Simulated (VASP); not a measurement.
Input of a VASP 6.6.1 run:

INCAR

```
SYSTEM = Ti
PREC = Accurate
ENCUT = 520
EDIFF = 1E-6
ISMEAR = 0
SIGMA = 0.1
LREAL = .False.
LASPH = .True.
NELM = 80
ALGO = Fast
ISIF = 2
LWAVE = .False.
LCHARG = .True.
GGA = PS
LELF = .True.
LVHAR = .True.
NBANDS = 25
```

The input KPOINTS:

```
regular mesh
0
Gamma
  12 12 18
  0 0 0
```

The input POSCAR:

```
Ti
1.0
    4.6507487538      0.0000000000      0.0000000000
   -2.3253743769      4.0276665674      0.0000000000
    0.0000000000      0.0000000000      2.8827574580
Ti
3
Direct
    0.0000000000      0.0000000000      0.0000000000
    0.3333333333      0.6666666667      0.5000000000
    0.6666666667      0.3333333333      0.5000000000
```

Potentials or basis: VASP PAW PBE potentials, release 64 (Ti_sv).

Launch:

```sh
$ cat potpaw_PBE.64/Ti_sv/POTCAR > POTCAR
$ mpirun -np 1 vasp_std > vasp.out
```

**Question.** What does it give for the band gap on the k mesh?

**Answer.** Zero (bands 18 and 19 overlap by 0.26 eV).

**Question.** Estimate the pressure.

**Answer.** -9.2 GPa.

Stress tensor (GPa, compression positive):
```
-9.10  0.00  0.00
 0.00 -9.10  0.00
 0.00  0.00 -9.54
```

Caveat: the cell differs from its parent crystal (equal strain along all axes, cell held: +3.0 %); the cell stands under tension; the PAW data sets were made with another functional, which shifts forces and pressure a little.
